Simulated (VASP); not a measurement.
Wanted: the native input for a VASP 6.6.1 run.

```yaml
Task: single point
Functional: PBE
Potentials_or_basis: VASP PAW PBE potentials, release 64 (Ho_3, O), 4f in core
Cutoff: 600 eV
k_mesh: 6 × 6 × 6
Occupations: gaussian, width 0.1 eV
Spin: no spin polarisation
Dipole_correction: no
Further_INCAR_settings: ALGO = Normal; EDIFF = 1e-06; NBANDS = 14
```

The structure of HoO lies in POSCAR:

```
HoO
1.0
    3.2503725897      0.0000000000      0.0000000000
   -1.6251862948      2.8149052344      0.0000000000
    0.0000000000      0.0000000000      3.0790710724
Ho O
1 1
Direct
    0.6666666667      0.3333333333      0.0000000000
    0.0000000000      0.0000000000      0.5000000000
```

The cell was generated, and may not be a known phase.

One way to write it, as run:

INCAR

```
PREC = Accurate
ENCUT = 600
EDIFF = 1E-6
ISMEAR = 0
SIGMA = 0.1
LREAL = F
LASPH = T
NELM = 200
ALGO = Normal
ISIF = 2
LWAVE = F
LCHARG = F
GGA = PE
NBANDS = 14
GGA_COMPAT = F
LMAXMIX = 6
```

KPOINTS

```
regular mesh
0
Gamma
  6 6 6
```

Potentials or basis: VASP PAW PBE potentials, release 64 (Ho_3, O), 4f in core.

Launch:

```bash
$ cat potpaw_PBE.64/Ho_3/POTCAR potpaw_PBE.64/O/POTCAR > POTCAR
$ mpirun -np 1 vasp_std > vasp.out
```

Results of the run:

```yaml
Pressure: 0.9 GPa
Band_gap_on_the_k_mesh: zero (an odd number of electrons rules out a gap without spin polarisation)
```

Caveat: the k points lie up to 0.37 Å⁻¹ apart, too coarse for converged energies and pressures of a metal; spin-orbit coupling is left out, which moves the levels of the heavy elements; the 4f electrons are frozen in the core, so they carry no moment and show no levels; an odd number of electrons without spin polarisation forces a metal; a magnetic or distorted state may lie lower; the run has no spin polarisation, though such a crystal can be magnetic.

It took 8.1 s on 1 thread of AMD EPYC 9R45 96-Core Processor (Zen 5), with other jobs on the host, peak memory 0.14 GiB.
